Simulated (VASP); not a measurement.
# KTaO2 (P-6m2) in VASP: a series of runs, part 2 of 2

VASP 6.6.1.

## Step 3: Single point, PBE

This run uses another cell than the first one, of 42.32 Å³/atom, 1.924 times its volume.

Contents of INCAR:

```
SYSTEM = KTaO2
ALGO = Normal
EDIFF = 1E-6
ENCUT = 520
GGA = PE
ISIF = 2
ISMEAR = 0
LASPH = .TRUE.
LCHARG = .FALSE.
LREAL = .FALSE.
LWAVE = .FALSE.
NBANDS = 24
NELM = 80
PREC = Accurate
SIGMA = 0.1
```

Contents of KPOINTS:

```
k-points
0
G
  6 6 4
  0 0 0
```

Contents of POSCAR:

```
KTaO2
1.0
    6.1841658716     -0.0000000036      0.0000000000
   -3.0920829326      5.3556447478      0.0000000000
    0.0000000000      0.0000000000      5.1113155442
K Ta O
1 1 2
Direct
    0.6666666667      0.3333333333      0.5000000000
    0.3333333333      0.6666666667      0.5000000000
    0.3333333333      0.6666666667      0.8675532570
    0.3333333333      0.6666666667      0.1324467430
```

Potentials or basis: VASP PAW PBE potentials, release 64 (K_sv, Ta_pv, O).

Command:

```
$ cat potpaw_PBE.64/K_sv/POTCAR potpaw_PBE.64/Ta_pv/POTCAR potpaw_PBE.64/O/POTCAR > POTCAR
$ mpirun -np 1 vasp_std > vasp.out
```

OUTCAR:

```text
SYSTEM = KTaO2
   EDIFF = 1E-6
   ENCUT = 520
   GGA = PE
   ISIF = 2
   ISMEAR = 0
   LASPH = .TRUE.
   LREAL = .FALSE.
   NELM = 80
   PREC = Accurate

 ion  position               nearest neighbor table
   1  0.667  0.333  0.500-   2 3.57   2 3.57   2 3.57
   2  0.333  0.667  0.500-   3 1.88   4 1.88   1 3.57   1 3.57   1 3.57
   3  0.333  0.667  0.868-   4 1.35   2 1.88
   4  0.333  0.667  0.132-   3 1.35   2 1.88

  LATTYP: Found a hexagonal cell.
 ALAT       =     6.1841658716
 C/A-ratio  =     0.8265165667

  Lattice vectors:

 A1 = (   6.1841658716,  -0.0000000036,   0.0000000000)
 A2 = (  -3.0920829326,   5.3556447478,   0.0000000000)
 A3 = (   0.0000000000,   0.0000000000,   5.1113155442)

Analysis of symmetry for initial positions (statically):
=====================================================================
 Subroutine PRICEL returns:
 Original cell was already a primitive cell.

 Routine SETGRP: Setting up the symmetry group for a
 hexagonal supercell.

 Subroutine GETGRP returns: Found 12 space group operations
 (whereof 12 operations were pure point group operations)
 out of a pool of 24 trial point group operations.

The static configuration has the point symmetry D_3h.

Analysis of symmetry for dynamics (positions and initial velocities):
=====================================================================
 Subroutine PRICEL returns:
 Original cell was already a primitive cell.

 Routine SETGRP: Setting up the symmetry group for a
 hexagonal supercell.

 Subroutine GETGRP returns: Found 12 space group operations
 (whereof 12 operations were pure point group operations)
 out of a pool of 24 trial point group operations.

The dynamic configuration has the point symmetry D_3h.

[... 112 lines left out ...]
   EFERMI =   0.00;   METHOD = LEGACY
   ISMEAR =     0;   SIGMA  =   0.10  broadening in eV -4-tet -1-fermi 0-gaus
   EFERMI_NEDOS =   21; number of points for ismear=-14 and -15
   IALGO  =     38    algorithm
   IMIX   =      4    mixing-type and parameters
     AMIX     =   0.40;   BMIX     =  1.00
     AMIX_MAG =   1.60;   BMIX_MAG =  1.00
  volume/ion in A,a.u.               =      42.32       285.60
  Fermi-wavevector in a.u.,A,eV,Ry     =   0.939542  1.775477 12.010401  0.882740
  Thomas-Fermi vector in A             =   2.066865
   LORBIT       =      0    0 simple, 1 ext, 2 COOP (PROOUT), +10 PAW based schemes
   GGA     = PE    functional components
   LHFCALC =     F    Hartree Fock is set to
   AEXX    =    0.0000 exact exchange contribution
   IVDW    =     0    specifies the selected vdW correction
   LEPSILON=     F    determine dielectric tensor
   LRPA    =     F    only Hartree local field effects (RPA)
 non-spin polarized calculation
 Gauss-broadening in eV      SIGMA  =   0.10
  energy-cutoff  :      520.00
  volume of cell :      169.29
 maximum number of plane-waves:      4592
 NGX is ok and might be reduce to    48
   NGX = 23   NGY = 23   NGZ = 19

 number of electron      31.9999993 magnetization

 Free energy of the ion-electron system (eV)
  ---------------------------------------------------
  ext. energy  EPLUGINS =         0.00000000
  ---------------------------------------------------
  free energy    TOTEN  =       -21.62803092 eV

  energy without entropy =      -21.57640479  energy(sigma->0) =      -21.60221786

 E-fermi :   0.0287     XC(G=0):  -5.7994

 val. band max:        0.0212938855   @ k =   0.3333   0.1667   0.0000
 cond. band min:       0.0345500427   @ k =   0.3333   0.3333   0.5000
 fundamental gap:      0.0132561572
 Fermi energy:         0.0286952021

 k-point     1 :       0.0000    0.0000    0.0000
  band No.  band energies     occupation
      1     -36.3403      2.00000
      2     -35.3393      2.00000
      3     -35.3393      2.00000
      4     -31.7799      2.00000
      5     -25.9169      2.00000
      6     -17.0603      2.00000
[... 556 lines left out ...]
     23       3.0816      0.00000
     24       3.1508      0.00000

------------------------ aborting loop because EDIFF is reached ----------------------------------------

  FORCE on cell =-STRESS in cart. coord.  units (eV):
  Direction    XX          YY          ZZ          XY          YZ          ZX
  --------------------------------------------------------------------------------------
  -------------------------------------------------------------------------------------
  Total        0.0278480      0.0278480      0.3787380      0.0000000     -0.0000000      0.0000000
  in kB        0.2635597      0.2635597      3.5844609      0.0000000     -0.0000000      0.0000000
  external PRESSURE =       1.3705268 kB  Pullay stress =       0.0000000 kB

 VOLUME and BASIS-vectors are now :
 -----------------------------------------------------------------------------
  energy-cutoff  :      520.00
  volume of cell :      169.29
      direct lattice vectors                 reciprocal lattice vectors
     6.184165872 -0.000000004  0.000000000     0.161703295  0.093359441  0.000000000
    -3.092082933  5.355644748  0.000000000     0.000000000  0.186718882  0.000000000
     0.000000000  0.000000000  5.111315544     0.000000000  0.000000000  0.195644349

 POSITION                                       TOTAL-FORCE (eV/Angst)
 -----------------------------------------------------------------------------------
      3.09208      1.78521      2.55566         0.000000      0.000000      0.000000
      0.00000      3.57043      2.55566         0.000000      0.000000      0.000000
      0.00000      3.57043      4.43434        -0.000000     -0.000000     -0.184755
      0.00000      3.57043      0.67698         0.000000     -0.000000      0.184755
 -----------------------------------------------------------------------------------
    total drift:                                0.000001     -0.000001     -0.000000

  FREE ENERGIE OF THE ION-ELECTRON SYSTEM (eV)
  ---------------------------------------------------
  free  energy   TOTEN  =       -21.6280309192 eV

  energy  without entropy=      -21.5764047940  energy(sigma->0) =      -21.60221786
```

OSZICAR:

```text
N       E                     dE             d eps       ncg     rms          rms(c)
DAV:   1     0.235543566173E+03    0.23554E+03   -0.15396E+04  1136   0.112E+03
DAV:   2     0.682080032877E+00   -0.23486E+03   -0.22088E+03  1200   0.298E+02
DAV:   3    -0.228365285706E+02   -0.23519E+02   -0.22813E+02  1592   0.818E+01
DAV:   4    -0.240003533138E+02   -0.11638E+01   -0.10748E+01  1440   0.133E+01
DAV:   5    -0.240455800702E+02   -0.45227E-01   -0.45124E-01  1416   0.227E+00    0.205E+01
DAV:   6    -0.225965847470E+02    0.14490E+01   -0.10947E+01  1312   0.190E+01    0.102E+01
DAV:   7    -0.217283379774E+02    0.86825E+00   -0.20882E+00  1080   0.923E+00    0.764E+00
DAV:   8    -0.216610658096E+02    0.67272E-01   -0.67451E-01  1216   0.517E+00    0.205E+00
DAV:   9    -0.216210829469E+02    0.39983E-01   -0.34291E-01  1136   0.242E+00    0.498E-01
DAV:  10    -0.216242466415E+02   -0.31637E-02   -0.12837E-02  1192   0.706E-01    0.180E-01
DAV:  11    -0.216266282440E+02   -0.23816E-02   -0.22492E-03  1224   0.246E-01    0.904E-02
DAV:  12    -0.216278862853E+02   -0.12580E-02   -0.13761E-03  1112   0.151E-01    0.255E-02
DAV:  13    -0.216279652243E+02   -0.78939E-04   -0.78731E-05  1560   0.350E-02    0.157E-02
DAV:  14    -0.216280302143E+02   -0.64990E-04   -0.94857E-05  1112   0.356E-02    0.410E-03
DAV:  15    -0.216280309192E+02   -0.70492E-06   -0.23294E-06  1336   0.695E-03
   1 F= -.21628031E+02 E0= -.21602218E+02  d E =-.516261E-01
```

stdout:

```text
POSCAR found type information on POSCAR K TaO
 POSCAR found :  3 types and       4 ions
 scaLAPACK will be used
 LDA part: xc-table for (Slater+PW92), standard interpolation
 POSCAR, INCAR and KPOINTS ok, starting setup
 FFT: planning ... GRIDC
 FFT: planning ... GRID_SOFT
 FFT: planning ... GRID
 WAVECAR not read
 entering main loop
```

It took 86 s on 1 thread of Intel Xeon Platinum 8259CL at 2.50GHz (Skylake/Cascade Lake), shared host; peak memory 0.33 GiB.

Results:

```yaml
Free_energy: -21.6280 eV
Pressure: 0.1 GPa
Largest_force: 0.185 eV/Å
Band_gap_on_the_k_mesh: zero (band 16 reaches 0.14 eV, above the bottom of band 17 at -0.15 eV)
```

Forces in eV/Å, atoms in the order of the input:
```
K    0.000  0.000  0.000
Ta   0.000  0.000  0.000
O    0.000  0.000 -0.185
O    0.000  0.000  0.185
```

Stress tensor (GPa, compression positive):
```
0.03 0.00 0.00
0.00 0.03 0.00
0.00 0.00 0.36
```

Levels at points of the mesh, in eV from the Fermi level:
```csv
k point,band 13,band 14,band 15,band 16,band 17,band 18,band 19,band 20
"(0.00, 0.00, 0.00)",-4.66,-4.66,-2.39,0.04,0.04,2.20,2.72,2.72
"(0.50, 0.00, 0.00)",-4.67,-4.67,-1.66,-0.20,0.12,0.46,2.66,2.73
"(0.00, 0.00, 0.50)",-3.45,-3.45,-2.11,0.11,0.11,0.30,1.29,1.29
"(0.50, 0.00, 0.50)",-3.49,-3.46,-1.53,-0.11,0.16,0.39,1.18,1.25
```

Caveat: spin-orbit coupling is left out, which moves the levels of the heavy elements.
